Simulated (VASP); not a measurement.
Write the native input for VASP 6.6.1 that does the following.

- Task: single point
- Functional: LDA
- Potentials or basis: VASP PAW LDA potentials, release 64 (Si, O)
- Cutoff: 520 eV
- k mesh: 8 × 8 × 8
- Occupations: gaussian, width 0.05 eV
- Spin: no spin polarisation
- Dipole correction: no
- Further INCAR settings: ALGO = Normal; EDIFF = 1e-07; NBANDS = 25

The structure of SiO2 lies in POSCAR:

```
SiO2
1.0
   -2.3173007127      2.3173007127      4.1145890550
    2.3173007127     -2.3173007127      4.1145890550
    2.3173007127      2.3173007127     -4.1145890550
Si O
2 4
Direct
    0.0000000000      0.0000000000      0.0000000000
    0.7500000000      0.2500000000      0.5000000000
    0.9742769968      0.6250000000      0.8492769968
    0.3750000000      0.2242769968      0.3492769968
    0.7757230032      0.1250000000      0.1507230032
    0.8750000000      0.0257230032      0.6507230032
```

This cell differs from its parent crystal: ratio of the length along z to the lengths across it x 1.2, volume and fractional coordinates fixed.

One way to write it, as run:

INCAR

```
SYSTEM = SiO2
ALGO     = Normal         ! electronic algorithm
EDIFF    = 1E-7           ! SCF threshold, eV
ENCUT    = 520            ! plane-wave cutoff, eV
ISIF     = 2              ! what is computed and relaxed
ISMEAR   = 0              ! smearing method
LASPH    = .True.         ! aspherical terms in the spheres
LCHARG   = .False.        ! write CHGCAR
LREAL    = .False.        ! projectors in reciprocal space
LWAVE    = .False.        ! write WAVECAR
NBANDS   = 25             ! bands
NELM     = 60             ! most SCF steps
PREC     = Accurate       ! precision mode
SIGMA    = 0.05           ! smearing width, eV
```

KPOINTS

```
k-points
0
Gamma
  8 8 8
  0 0 0
```

Potentials or basis: VASP PAW LDA potentials, release 64 (Si, O).

Run with:

```bash
$ cat potpaw_LDA.64/Si/POTCAR potpaw_LDA.64/O/POTCAR > POTCAR
$ mpirun -np 1 vasp_std > vasp.out
```

It gave:

```json
{
  "Pressure": "-2.0 GPa",
  "Largest force": "0.195 eV/Å",
  "Band gap on the k mesh": "5.22 eV"
}
```

Caveat: the stress differs along the axes, from -11 to 3 GPa.

Run time: 89 s on 1 thread of AMD EPYC 9R45 (Zen 5), on a shared host, peak memory 0.21 GiB.
